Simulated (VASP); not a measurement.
# Hg (R-3m) in VASP: further runs

The runs below take Hg through single point, with r2SCANh, r2SCAN.

Program: VASP 6.6.1. These are calculated values, not measurements. Logs are shortened: lines on timing, memory, paths and dates and some standing lists are left out, and cuts for length are marked.

### 1 The cell of the first run

The structure is trigonal, space group R-3m (No. 166). Conventional cell: a = 3.756 Å, b = 3.756 Å, c = 6.464 Å, α = 90.00°, β = 90.00°, γ = 120.00°. Within 4.0 Å of Hg (site symmetry -3m) lie 12 Hg at 3.06 to 3.76 Å.

### 2 Single point, r2SCANh

The input, POSCAR:

```
Hg
1.0
    1.8778599134      1.0841829265      2.1547277986
   -1.8778599134      1.0841829265      2.1547277986
    0.0000000000     -2.1683658530      2.1547277985
Hg
1
Direct
    0.0000000000      1.0000000000      1.0000000000
```

The input, INCAR.step1:

```
PREC = Accurate
ENCUT = 520
EDIFF = 1E-5
ISMEAR = -1
SIGMA = 0.1
LREAL = F
LASPH = T
NELM = 80
ALGO = Normal
ISIF = 2
LWAVE = T
GGA = PE
NBANDS = 12
```

The input, INCAR.step2:

```
PREC = Accurate
ENCUT = 520
EDIFF = 1E-6
ISMEAR = -1
SIGMA = 0.1
LREAL = F
LASPH = T
NELM = 80
ALGO = Normal
ISIF = 2
LWAVE = F
LCHARG = T
METAGGA = R2SCAN
LHFCALC = T
AEXX = 0.1
LMIXTAU = T
PRECFOCK = Normal
LELF = T
LVHAR = T
ISTART = 1
NBANDS = 12
```

The input, KPOINTS:

```
Automatic mesh
0
Gamma
  6 6 6
```

Potentials or basis: VASP PAW PBE potentials, release 64 (Hg).

Launch:

```
$ cat potpaw_PBE.64/Hg/POTCAR > POTCAR
$ cp INCAR.step1 INCAR
$ mpirun -np 1 vasp_std > vasp.out
$ cp INCAR.step2 INCAR
$ mpirun -np 1 vasp_std > vasp.out
```

OUTCAR:

```text
PREC = Accurate
   ENCUT = 520
   EDIFF = 1E-6
   ISMEAR = -1
   LREAL = F
   LASPH = T
   NELM = 80
   ISIF = 2
   METAGGA = R2SCAN
   LHFCALC = T
   AEXX = 0.1
   PRECFOCK = Normal
   ISTART = 1

 ion  position               nearest neighbor table
   1  0.000  0.000  0.000-

  LATTYP: Found a trigonal (rhomboedric) cell.
 ALAT       =     3.0569040480
 COS(alpha) =     0.2452680003

  Lattice vectors:

 A1 = (   1.8778599134,   1.0841829265,   2.1547277986)
 A2 = (  -1.8778599134,   1.0841829265,   2.1547277986)
 A3 = (   0.0000000000,  -2.1683658530,   2.1547277985)

Analysis of symmetry for initial positions (statically):
=====================================================================
 Subroutine PRICEL returns:
 Original cell was already a primitive cell.

 Routine SETGRP: Setting up the symmetry group for a
 trigonal (rhombohedral) supercell.

 Subroutine GETGRP returns: Found 12 space group operations
 (whereof 12 operations were pure point group operations)
 out of a pool of 12 trial point group operations.

The static configuration has the point symmetry D_3d.

Analysis of symmetry for dynamics (positions and initial velocities):
=====================================================================
 Subroutine PRICEL returns:
 Original cell was already a primitive cell.

 Routine SETGRP: Setting up the symmetry group for a
 trigonal (rhombohedral) supercell.

 Subroutine GETGRP returns: Found 12 space group operations
 (whereof 12 operations were pure point group operations)
 out of a pool of 12 trial point group operations.

The dynamic configuration has the point symmetry D_3d.

 Subroutine INISYM returns: Found 12 space group operations
 (whereof 12 operations are pure point group operations),
 and found     1 'primitive' translations

----------------------------------------------------------------------------------------

                                     Primitive cell

  volume of cell :      26.3214

  direct lattice vectors                    reciprocal lattice vectors
     1.877859913  1.084182927  2.154727799     0.266260543  0.153725596  0.154698581
    -1.877859913  1.084182927  2.154727799    -0.266260543  0.153725596  0.154698581
     0.000000000 -2.168365853  2.154727799     0.000000000 -0.307451192  0.154698581

  length of vectors
     3.056904048  3.056904048  3.056904048     0.344177115  0.344177115  0.344177115

  position of ions in fractional coordinates (direct lattice)
     0.000000000  0.000000000  0.000000000

  ion indices of the primitive-cell ions
   primitive index   ion index
                 1           1

----------------------------------------------------------------------------------------

 KPOINTS: Automatic mesh

Automatic generation of k-mesh.
 Grid dimensions read from file:
 generate k-points for:    6    6    6

 Generating k-lattice:

  Cartesian coordinates                     Fractional coordinates (reciprocal lattice)
     0.044376757  0.025620933  0.025783097     0.166666667  0.000000000 -0.000000000
    -0.044376757  0.025620933  0.025783097     0.000000000  0.166666667 -0.000000000
     0.000000000 -0.051241865  0.025783097     0.000000000  0.000000000  0.166666667

  Length of vectors
     0.057362853  0.057362853  0.057362853

  Shift w.r.t. Gamma in fractional coordinates (k-lattice)
     0.000000000  0.000000000  0.000000000

 Subroutine IBZKPT returns following result:
 ===========================================

 Found     32 irreducible k-points:

 Following reciprocal coordinates:
            Coordinates               Weight
  0.000000  0.000000  0.000000      1.000000
  0.166667 -0.000000  0.000000      6.000000
  0.333333 -0.000000  0.000000      6.000000
  0.500000 -0.000000  0.000000      3.000000
  0.166667  0.166667  0.000000      6.000000
  0.333333  0.166667  0.000000     12.000000
[... 16 lines left out ...]
  0.500000  0.500000  0.166667      6.000000
 -0.333333  0.500000  0.166667     12.000000
 [... further k-points ...]
   k-points           NKPTS =     32   k-points in BZ     NKDIM =    216   number of bands    NBANDS=     12
   number of dos      NEDOS =    301   number of ions     NIONS =      1
   total plane-waves  NPLWV =  13824
   dimension x,y,z NGX =    24 NGY =   24 NGZ =   24
   dimension x,y,z NGXF=    48 NGYF=   48 NGZF=   48
   ions per type =               1
   NGX,Y,Z   is equivalent  to a cutoff of  13.05, 13.05, 13.05 a.u.
   NGXF,Y,Z  is equivalent  to a cutoff of  26.10, 26.10, 26.10 a.u.
 SYSTEM =  unknown system
   PREC   = accura    normal or accurate (medium, high low for compatibility)
   ISTART =      1    job   : 0-new  1-cont  2-samecut
   ICHARG =      0    charge: 1-file 2-atom 10-const
   ISPIN  =      1    spin polarized calculation?
   LNONCOLLINEAR =      F non collinear calculations
   LSORBIT =      F    spin-orbit coupling
   LASPH  =      T    aspherical Exc in radial PAW
   ENCUT  =  520.0 eV  38.22 Ry    6.18 a.u.   5.68  5.68  5.68*2*pi/ulx,y,z
   NELM   =     80;   NELMIN=  2; NELMDL=  0     # of ELM steps
   EDIFF  = 0.1E-05   stopping-criterion for ELM
   LREAL  =      F    real-space projection
   EDIFFG = 0.1E-04   stopping-criterion for IOM
   NSW    =      0    number of steps for IOM
   IBRION =     -1    ionic relax: 0-MD 1-quasi-New 2-CG
   NFREE  =      0    steps in history (QN), initial steepest desc. (CG)
   ISIF   =      2    stress and relaxation
   ISYM   =      3    0-nonsym 1-usesym 2-fastsym
   POTIM  = 0.5000    time-step for ionic-motion
   TEBEG  =    0.0;   TEEND  =   0.0 temperature during run
   PSTRESS=    0.0 pullay stress
   NELECT =      12.0000    total number of electrons
   NUPDOWN=      -1.0000    fix difference up-down
   EMIN   =  10.00;   EMAX   =-10.00  energy-range for DOS
   EFERMI =   0.00;   METHOD = LEGACY
   ISMEAR =    -1;   SIGMA  =   0.10  broadening in eV -4-tet -1-fermi 0-gaus
   EFERMI_NEDOS =   21; number of points for ismear=-14 and -15
   IALGO  =     38    algorithm
   IMIX   =      1    mixing-type and parameters
     AMIX     =   0.40;   BMIX     =  1.00
     AMIX_MAG =   1.60;   BMIX_MAG =  1.00
  volume/ion in A,a.u.               =      26.32       177.63
  Fermi-wavevector in a.u.,A,eV,Ry     =   1.259985  2.381027 21.600101  1.587563
  Thomas-Fermi vector in A             =   2.393518
   LORBIT       =      0    0 simple, 1 ext, 2 COOP (PROOUT), +10 PAW based schemes
   METAGGA = R2SCAN    functional components
   LHFCALC =     T    Hartree Fock is set to
   PRECFOCK=normal    Normal, Fast or Accurate (Low or Medium for compatibility)
   ENCUT4O =  -1.0   cutoff for four orbital integrals eV
   NKREDX  =     1    reduce k-point grid by
   NKREDY  =     1    reduce k-point grid by
   NKREDZ  =     1    reduce k-point grid by
   AEXX    =    0.1000 exact exchange contribution
   HFSCREEN=    0.0000 screening length (either q_TF or 0.3 A-1)
   HFSCREENC=   0.0000 screening length for correlation (either q_TF or 0.3 A-1)
   ENCUTFOCK=  -1.0 apply spherical cutoff to Coloumb kernel
   IVDW    =     0    specifies the selected vdW correction
   LEPSILON=     F    determine dielectric tensor
   LRPA    =     F    only Hartree local field effects (RPA)
 non-spin polarized calculation
  energy-cutoff  :      520.00
  volume of cell :       26.32
 maximum number of plane-waves:       719
  NGX = 18; NGY = 18; NGZ = 18

 number of electron      12.0000003 magnetization

 Free energy of the ion-electron system (eV)
  ---------------------------------------------------
  ext. energy  EPLUGINS =         0.00000000
  ---------------------------------------------------
  free energy    TOTEN  =       -44.63235300 eV

  energy without entropy =      -44.62774572  energy(sigma->0) =      -44.63004936

 E-fermi :   1.9184     XC(G=0):  -9.8595

 val. band max:        1.5783190957   @ k =   0.5000   0.5000   0.1667
 cond. band min:       2.0939380028   @ k =   0.5000   0.5000   0.3333
 fundamental gap:      0.5156189071
 Fermi energy:         1.9184255952

 k-point     1 :       0.0000    0.0000    0.0000
  band No.  band energies     occupation
      1      -7.3458      2.00000
      2      -6.8398      2.00000
      3      -6.8398      2.00000
      4      -5.2226      2.00000
      5      -5.2226      2.00000
      6      -5.2219      2.00000
      7      13.7552      0.00000
      8      13.7552      0.00000
      9      13.9116      0.00000
     10      17.8350      0.00000
     11      19.3698      0.00000
     12      19.3698      0.00000

 k-point     2 :       0.1667   -0.0000    0.0000
  band No.  band energies     occupation
      1      -6.9987      2.00000
      2      -6.8104      2.00000
      3      -6.3643      2.00000
      4      -5.3282      2.00000
      5      -5.2676      2.00000
      6      -5.2253      2.00000
      7       9.6772      0.00000
      8      14.1868      0.00000
      9      14.2456      0.00000
     10      18.8785      0.00000
     11      19.3891      0.00000
     12      22.5657      0.00000

 k-point     3 :       0.3333   -0.0000    0.0000
  band No.  band energies     occupation
      1      -6.8899      2.00000
      2      -6.7837      2.00000
      3      -5.4896      2.00000
      4      -5.2802      2.00000
      5      -5.2396      2.00000
      6      -4.1618      2.00000
      7       4.4220      0.00000
      8      14.7283      0.00000
      9      14.7981      0.00000
     10      19.8378      0.00000
     11      20.0116      0.00000
     12      20.8158      0.00000
[... 286 lines left out ...]
 k-point    23 :       0.5000    0.5000    0.1667
  band No.  band energies     occupation
      1      -6.7412      2.00000
      2      -6.4774      2.00000
      3      -5.6519      2.00000
      4      -5.5629      2.00000
      5      -4.5288      2.00000
      6       1.5783      1.93548
      7       4.1764      0.00000
      8       6.8299      0.00000
      9      11.1512      0.00000
     10      11.7713      0.00000
     11      21.4080      0.00000
     12      21.4785      0.00000

 k-point    24 :      -0.3333    0.5000    0.1667
  band No.  band energies     occupation
      1      -6.5362      2.00000
      2      -6.4907      2.00000
      3      -5.7062      2.00000
      4      -5.4755      2.00000
      5      -4.8992      2.00000
      6       1.0876      1.99951
      7       3.9192      0.00000
      8       6.6411      0.00000
      9      10.4240      0.00000
     10      13.8340      0.00000
     11      19.5157      0.00000
     12      23.4239      0.00000

 [... further k-points ...]

------------------------ aborting loop because EDIFF is reached ----------------------------------------

  FORCE on cell =-STRESS in cart. coord.  units (eV):
  Direction    XX          YY          ZZ          XY          YZ          ZX
  --------------------------------------------------------------------------------------
  -------------------------------------------------------------------------------------
  Total        0.0179430      0.0179430     -0.1123801      0.0000000      0.0000000      0.0000000
  in kB        1.0921834      1.0921834     -6.8405418      0.0000000      0.0000000      0.0000000
  external PRESSURE =      -1.5520583 kB  Pullay stress =       0.0000000 kB

 VOLUME and BASIS-vectors are now :
 -----------------------------------------------------------------------------
  energy-cutoff  :      520.00
  volume of cell :       26.32
      direct lattice vectors                 reciprocal lattice vectors
     1.877859913  1.084182927  2.154727799     0.266260543  0.153725596  0.154698581
    -1.877859913  1.084182927  2.154727799    -0.266260543  0.153725596  0.154698581
     0.000000000 -2.168365853  2.154727799     0.000000000 -0.307451192  0.154698581

 POSITION                                       TOTAL-FORCE (eV/Angst)
 -----------------------------------------------------------------------------------
      0.00000      0.00000      0.00000         0.000000     -0.000000      0.000000
 -----------------------------------------------------------------------------------
    total drift:                               -0.000000      0.000000      0.000000

  FREE ENERGIE OF THE ION-ELECTRON SYSTEM (eV)
  ---------------------------------------------------
  free  energy   TOTEN  =       -44.6323529966 eV

  energy  without entropy=      -44.6277457171  energy(sigma->0) =      -44.63004936
```

Run time: 22 min. Hardware: 1 thread of AMD EPYC 7R13 (Zen 3), shared host; peak memory 0.14 GiB.

Results:

| Quantity | Value |
| --- | --- |
| Free energy | -44.6324 eV |
| Pressure | -0.2 GPa |
| Band gap on the k mesh | zero (bands 6 and 7 overlap by 3.08 eV) |

Stress tensor (GPa, compression positive):
```
 0.11  0.00  0.00
 0.00  0.11  0.00
 0.00  0.00 -0.68
```

Caveat: the k points lie up to 0.36 Å⁻¹ apart, too coarse for converged energies and pressures of a metal; the PAW data sets were made with another functional, which shifts forces and pressure a little; spin-orbit coupling is left out, which moves the levels of the heavy elements.

### 3 Single point, r2SCAN

The input, POSCAR:

```
Hg
1.0
    1.8778599936      1.0841829728      2.1547276236
   -1.8778599936      1.0841829728      2.1547276236
    0.0000000000     -2.1683659456      2.1547276235
Hg
1
Direct
    0.0000000000      0.0000000000      0.0000000000
```

The input, INCAR.step1:

```
PREC = Accurate
ENCUT = 520
ISMEAR = 1
SIGMA = 0.2
LREAL = F
LASPH = T
NELM = 60
NBANDS = 12
GGA = PE
ALGO = Normal
EDIFF = 1E-4
LWAVE = T
LCHARG = F
```

The input, INCAR.step2:

```
PREC = Accurate
ENCUT = 520
EDIFF = 1E-6
ISMEAR = 1
SIGMA = 0.2
LREAL = F
LASPH = T
NELM = 60
ALGO = Normal
ISIF = 2
LWAVE = F
LCHARG = T
METAGGA = R2SCAN
LMIXTAU = T
LELF = T
LVHAR = T
NBANDS = 12
ISTART = 1
```

The input, KPOINTS:

```
Automatic mesh
0
Gamma
  11 11 11
```

Potentials or basis: VASP PAW PBE potentials, release 64 (Hg).

Launch:

```
$ cat potpaw_PBE.64/Hg/POTCAR > POTCAR
$ cp INCAR.step1 INCAR
$ mpirun -np 1 vasp_std > vasp.out
$ cp INCAR.step2 INCAR
$ mpirun -np 1 vasp_std > vasp.out
```

OUTCAR:

```text
PREC = Accurate
   ENCUT = 520
   EDIFF = 1E-6
   ISMEAR = 1
   LREAL = F
   LASPH = T
   NELM = 60
   ISIF = 2
   METAGGA = R2SCAN
   ISTART = 1

 ion  position               nearest neighbor table
   1  0.000  0.000  0.000-

  LATTYP: Found a trigonal (rhomboedric) cell.
 ALAT       =     3.0569039903
 COS(alpha) =     0.2452679073

  Lattice vectors:

 A1 = (   1.8778599936,   1.0841829728,   2.1547276236)
[... 539 lines left out ...]
     11      20.2691      0.00000
     12      21.2362      0.00000

 [... further k-points ...]

------------------------ aborting loop because EDIFF is reached ----------------------------------------

  FORCE on cell =-STRESS in cart. coord.  units (eV):
  Direction    XX          YY          ZZ          XY          YZ          ZX
  --------------------------------------------------------------------------------------
  -------------------------------------------------------------------------------------
  Total        0.0451463      0.0451463      0.1239041      0.0000000      0.0000000      0.0000000
  in kB        2.7480400      2.7480400      7.5420070      0.0000000      0.0000000      0.0000000
  external PRESSURE =       4.3460290 kB  Pullay stress =       0.0000000 kB

 VOLUME and BASIS-vectors are now :
 -----------------------------------------------------------------------------
  energy-cutoff  :      520.00
  volume of cell :       26.32
      direct lattice vectors                 reciprocal lattice vectors
     1.877859994  1.084182973  2.154727624     0.266260532  0.153725590  0.154698594
    -1.877859994  1.084182973  2.154727624    -0.266260532  0.153725590  0.154698594
     0.000000000 -2.168365946  2.154727623     0.000000000 -0.307451179  0.154698594

 POSITION                                       TOTAL-FORCE (eV/Angst)
 -----------------------------------------------------------------------------------
      0.00000      0.00000      0.00000        -0.000000      0.000000     -0.000000
 -----------------------------------------------------------------------------------
    total drift:                                0.000000     -0.000000      0.000000

  FREE ENERGIE OF THE ION-ELECTRON SYSTEM (eV)
  ---------------------------------------------------
  free  energy   TOTEN  =       -49.3505606452 eV

  energy  without entropy=      -49.3511232896  energy(sigma->0) =      -49.35074819
```

Wall time 46 s (1 thread of Intel Xeon 6975P-C (Granite Rapids), shared host); peak memory 0.17 GiB.

Results:

* Free energy: -49.3506 eV
* Pressure: 0.4 GPa
* Band gap on the k mesh: zero (bands 6 and 7 overlap by 2.63 eV)

Stress tensor (GPa, compression positive):
```
0.27 0.00 0.00
0.00 0.27 0.00
0.00 0.00 0.75
```

Caveat: the PAW data sets were made with another functional, which shifts forces and pressure a little; spin-orbit coupling is left out, which moves the levels of the heavy elements.

### 4 Single point, r2SCAN

POSCAR is that of step 3.

The input, INCAR.step1:

```
ALGO = Normal
EDIFF = 1E-4
ENCUT = 520
GGA = PE
ISMEAR = 1
LASPH = T
LCHARG = F
LREAL = F
LWAVE = T
NBANDS = 12
NELM = 60
PREC = Accurate
SIGMA = 0.3
```

The input, INCAR.step2:

```
ALGO = Normal
EDIFF = 1E-7
ENCUT = 520
ISIF = 2
ISMEAR = 1
ISTART = 1
LASPH = T
LCHARG = F
LMIXTAU = T
LREAL = F
LWAVE = F
METAGGA = R2SCAN
NBANDS = 12
NELM = 60
PREC = Accurate
SIGMA = 0.3
```

The input, KPOINTS:

```
k-points
0
Gamma
  11 11 11
```

Launch:

```
$ cat potpaw_PBE.64/Hg/POTCAR > POTCAR
$ cp INCAR.step1 INCAR
$ mpirun -np 1 vasp_std > vasp.out
$ cp INCAR.step2 INCAR
$ mpirun -np 1 vasp_std > vasp.out
```

Run time: 44 s. Hardware: 1 thread of Intel Xeon 6975P-C (Granite Rapids), shared host; peak memory 0.17 GiB.

It converged, with:

- Free energy: -49.3502 eV
- Pressure: 0.4 GPa
- Band gap on the k mesh: zero (bands 6 and 7 overlap by 2.63 eV)

Stress tensor (GPa, compression positive):
```
0.31 0.00 0.00
0.00 0.31 0.00
0.00 0.00 0.56
```

Levels at points of the mesh, in eV from the Fermi level:
| k point | band 2 | band 3 | band 4 | band 5 | band 6 | band 7 | band 8 | band 9 | band 10 | band 11 |
| --- | --- | --- | --- | --- | --- | --- | --- | --- | --- | --- |
| (0.00, 0.00, 0.00) | -8.05 | -8.05 | -6.46 | -6.46 | -6.46 | 11.38 | 11.38 | 11.61 | 15.51 | 17.03 |

Caveat: so wide a smearing shifts energies and pressures; the PAW data sets were made with another functional, which shifts forces and pressure a little; spin-orbit coupling is left out, which moves the levels of the heavy elements.

### 5 Summary

| level | k mesh | smearing | grid for exact exchange (PRECFOCK) | share of exact exchange | gap on the mesh (eV) | pressure (GPa) |
| --- | --- | --- | --- | --- | --- | --- |
| r2SCANh | 6 × 6 × 6 | fermi-dirac 0.1 eV | Normal | 0.1 | none | -0.2 |
| r2SCAN | 11 × 11 × 11 | methfessel-paxton 0.2 eV | - | - | none | 0.4 |
| r2SCAN | 11 × 11 × 11 | methfessel-paxton 0.3 eV | - | - | none | 0.4 |

Alike in all rows: task single point; potentials or basis VASP PAW PBE potentials, release 64 (Hg); no spin polarisation; cell as given; cutoff (eV) 520.

Caveats: some runs use coarse meshes; the PAW data sets were made with another functional, which shifts forces and pressure a little; spin-orbit coupling is left out, which moves the levels of the heavy elements; so wide a smearing shifts energies and pressures (at least some runs).

Absolute energies hang on the potentials; compare differences alone.
